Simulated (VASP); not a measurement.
# GeMo2 (P4/mmm) in VASP: further runs, part 2 of 2

VASP 6.6.1. The steps go on from the part before.

## (5) Single point, PBE, collinear spin, ferromagnetic start

This run uses another cell than the first one, of 20.89 Å³/atom, 1.105 times its volume.

Input file INCAR:

```
SYSTEM = GeMo2
PREC = Accurate
ENCUT = 520
EDIFF = 1E-6
ISMEAR = 0
SIGMA = 0.1
LREAL = .False.
LASPH = .True.
NELM = 150
ALGO = Normal
ISIF = 2
LWAVE = .False.
LCHARG = .True.
ISPIN = 2
MAGMOM = 0 1 1
LORBIT = 11
LMAXMIX = 4
GGA = PE
LELF = .True.
LVHAR = .True.
NBANDS = 32
```

Input file KPOINTS:

```
Automatic mesh
0
Gamma
  6 6 4
  0 0 0
```

Input file POSCAR:

```
GeMo2
1.0
    3.5589148576      0.0000000000      0.0000000000
    0.0000000000      3.5589148576      0.0000000000
    0.0000000000      0.0000000000      4.9486966510
Ge Mo
1 2
Direct
    0.5000000000      0.5000000000      0.0000000000
    0.0000000000      0.0000000000      0.5000000000
    0.5000000000      0.5000000000      0.5000000000
```

Potentials or basis: VASP PAW PBE potentials, release 64 (Ge_d, Mo_sv).

On the command line:

```
$ cat potpaw_PBE.64/Ge_d/POTCAR potpaw_PBE.64/Mo_sv/POTCAR > POTCAR
$ mpirun -np 1 vasp_std > vasp.out
```

OUTCAR:

```text
SYSTEM = GeMo2
   PREC = Accurate
   ENCUT = 520
   EDIFF = 1E-6
   ISMEAR = 0
   LREAL = .False.
   LASPH = .True.
   NELM = 150
   ISIF = 2
   ISPIN = 2
   LORBIT = 11
   GGA = PE

 ion  position               nearest neighbor table
   1  0.500  0.500  0.000-   3 2.47   3 2.47
   2  0.000  0.000  0.500-   3 2.52   3 2.52   3 2.52   3 2.52
   3  0.500  0.500  0.500-   1 2.47   1 2.47   2 2.52   2 2.52   2 2.52   2 2.52

  LATTYP: Found a simple tetragonal cell.
 ALAT       =     3.5589148576
 C/A-ratio  =     1.3905071768

  Lattice vectors:

 A1 = (   3.5589148576,   0.0000000000,   0.0000000000)
 A2 = (   0.0000000000,   3.5589148576,   0.0000000000)
 A3 = (   0.0000000000,   0.0000000000,   4.9486966510)

Analysis of symmetry for initial positions (statically):
=====================================================================
 Subroutine PRICEL returns:
 Original cell was already a primitive cell.

 Routine SETGRP: Setting up the symmetry group for a
 simple tetragonal supercell.

 Subroutine GETGRP returns: Found 16 space group operations
 (whereof 16 operations were pure point group operations)
 out of a pool of 16 trial point group operations.

The static configuration has the point symmetry D_4h.

Analysis of symmetry for dynamics (positions and initial velocities):
=====================================================================
 Subroutine PRICEL returns:
 Original cell was already a primitive cell.

 Routine SETGRP: Setting up the symmetry group for a
 simple tetragonal supercell.

 Subroutine GETGRP returns: Found 16 space group operations
 (whereof 16 operations were pure point group operations)
 out of a pool of 16 trial point group operations.

The dynamic configuration has the point symmetry D_4h.

Analysis of structural, dynamic, and magnetic symmetry:
=====================================================================
 Subroutine PRICEL returns:
 Original cell was already a primitive cell.

[... 156 lines left out ...]
  free energy    TOTEN  =       -23.09799430 eV

  energy without entropy =      -23.08396376  energy(sigma->0) =      -23.09097903

 E-fermi :   7.4112     XC(G=0): -11.1681

 val. band max:        7.4076097432   @ k =   0.5000   0.1667   0.5000
 cond. band min:       7.4119264388   @ k =   0.5000   0.1667   0.5000
 fundamental gap:      0.0043166956
 Fermi energy:         7.4111526079

 spin component 1

 k-point     1 :       0.0000    0.0000    0.0000
  band No.  band energies     occupation
      1     -53.6907      1.00000
      2     -53.0004      1.00000
      3     -28.2815      1.00000
      4     -28.2815      1.00000
      5     -27.8219      1.00000
      6     -27.2114      1.00000
[... 829 lines left out ...]
     31      19.1157      0.00000
     32      19.3523      0.00000

 [... further k-points ...]

 spin component 2

 k-point     1 :       0.0000    0.0000    0.0000
  band No.  band energies     occupation
      1     -53.6936      1.00000
      2     -53.0003      1.00000
      3     -28.2832      1.00000
      4     -28.2832      1.00000
      5     -27.8264      1.00000
      6     -27.2114      1.00000
[... 829 lines left out ...]
     31      19.1146      0.00000
     32      19.3524      0.00000

 [... further k-points ...]

------------------------ aborting loop because EDIFF is reached ----------------------------------------

  FORCE on cell =-STRESS in cart. coord.  units (eV):
  Direction    XX          YY          ZZ          XY          YZ          ZX
  --------------------------------------------------------------------------------------
  -------------------------------------------------------------------------------------
  Total        0.1217074      0.1217074      0.0894372      0.0000000     -0.0000000      0.0000000
  in kB        3.1110106      3.1110106      2.2861389      0.0000000     -0.0000000      0.0000000
  external PRESSURE =       2.8360533 kB  Pullay stress =       0.0000000 kB

 VOLUME and BASIS-vectors are now :
 -----------------------------------------------------------------------------
  energy-cutoff  :      520.00
  volume of cell :       62.68
      direct lattice vectors                 reciprocal lattice vectors
     3.558914858  0.000000000  0.000000000     0.280984525  0.000000000  0.000000000
     0.000000000  3.558914858  0.000000000     0.000000000  0.280984525  0.000000000
     0.000000000  0.000000000  4.948696651     0.000000000  0.000000000  0.202073409

 POSITION                                       TOTAL-FORCE (eV/Angst)
 -----------------------------------------------------------------------------------
      1.77946      1.77946      0.00000         0.000000      0.000000      0.000000
      0.00000      0.00000      2.47435         0.000000      0.000000      0.000000
      1.77946      1.77946      2.47435         0.000000      0.000000      0.000000
 -----------------------------------------------------------------------------------
    total drift:                                0.000000      0.000000      0.000000

  FREE ENERGIE OF THE ION-ELECTRON SYSTEM (eV)
  ---------------------------------------------------
  free  energy   TOTEN  =       -23.0979943034 eV

  energy  without entropy=      -23.0839637608  energy(sigma->0) =      -23.09097903

 total charge

# of ion       s       p       d       tot
------------------------------------------
    1        1.243   0.967  10.016  12.226
    2        2.349   6.098   4.041  12.488
    3        2.385   6.159   4.235  12.779
--------------------------------------------------
tot          5.977  13.224  18.292  37.493

 magnetization (x)

# of ion       s       p       d       tot
------------------------------------------
    1       -0.000   0.000  -0.000  -0.000
    2       -0.000  -0.000  -0.006  -0.006
    3        0.000   0.000   0.002   0.002
--------------------------------------------------
tot         -0.000   0.000  -0.004  -0.005
```

It took 3.7 min on 1 thread of Intel Xeon 8259CL, shared host; peak memory 0.26 GiB.

What came out:

```
Free energy                                           : -23.0980 eV
Pressure                                              : 0.3 GPa
Band gap on the k mesh                                : zero (filled and empty bands overlap)
Net moment                                            : -0.01 μB per cell
Valence electrons inside the program's atomic spheres : Ge 12.23; Mo 12.49, 12.78
```

Levels at points of the mesh, in eV from the Fermi level:
Spin up:
| k point | band 18 | band 19 | band 20 | band 21 | band 22 | band 23 | band 24 | band 25 |
| --- | --- | --- | --- | --- | --- | --- | --- | --- |
| (0.00, 0.00, 0.00) | -1.79 | -1.79 | -1.66 | 0.36 | 2.25 | 2.25 | 2.49 | 2.49 |
| (0.50, 0.00, 0.00) | -1.69 | -1.53 | -0.51 | -0.24 | -0.04 | 0.03 | 0.98 | 1.24 |
| (0.50, 0.50, 0.00) | -2.93 | -1.80 | -1.80 | -0.54 | 0.93 | 1.04 | 1.25 | 3.10 |
| (0.00, 0.00, 0.50) | -3.74 | -2.30 | -2.30 | 1.03 | 2.27 | 2.27 | 4.51 | 4.51 |
| (0.50, 0.00, 0.50) | -1.86 | -0.69 | -0.51 | -0.40 | -0.22 | -0.13 | -0.06 | 1.46 |
| (0.50, 0.50, 0.50) | -2.93 | -2.92 | 0.55 | 1.04 | 1.25 | 1.40 | 1.40 | 2.05 |
Spin down:
| k point | band 18 | band 19 | band 20 | band 21 | band 22 | band 23 | band 24 | band 25 |
| --- | --- | --- | --- | --- | --- | --- | --- | --- |
| (0.00, 0.00, 0.00) | -1.80 | -1.80 | -1.66 | 0.35 | 2.25 | 2.25 | 2.49 | 2.49 |
| (0.50, 0.00, 0.00) | -1.69 | -1.53 | -0.51 | -0.24 | -0.04 | 0.03 | 0.97 | 1.24 |
| (0.50, 0.50, 0.00) | -2.93 | -1.80 | -1.80 | -0.55 | 0.93 | 1.03 | 1.25 | 3.10 |
| (0.00, 0.00, 0.50) | -3.74 | -2.30 | -2.30 | 1.02 | 2.26 | 2.26 | 4.51 | 4.51 |
| (0.50, 0.00, 0.50) | -1.86 | -0.69 | -0.51 | -0.40 | -0.22 | -0.13 | -0.06 | 1.46 |
| (0.50, 0.50, 0.50) | -2.93 | -2.92 | 0.55 | 1.03 | 1.25 | 1.40 | 1.40 | 2.05 |

## (6) The runs side by side

```tsv
task	spin	cell	cutoff (eV)	gap on the mesh (eV)	pressure (GPa)
single point	off	a = 3.616, b = 3.616, c = 4.337 Å, 3 atoms	520	none	21.9
single point	off	a = 3.559, b = 3.559, c = 4.949 Å, 3 atoms	520	none	0.4
relaxation of cell and atoms	off	relaxed from a = 3.616, b = 3.616, c = 4.337 Å, 3 atoms	600	none	0.1
single point	collinear, ferromagnetic start	a = 3.559, b = 3.559, c = 4.949 Å, 3 atoms	520	none	0.3
```

Alike in all rows: level PBE; potentials or basis VASP PAW PBE potentials, release 64 (Ge_d, Mo_sv); k mesh 6 × 6 × 4; smearing gaussian 0.1 eV.

Caveats: some runs use coarse meshes.

Total energies depend on the potentials used, so only differences within one code and one set of settings carry meaning.
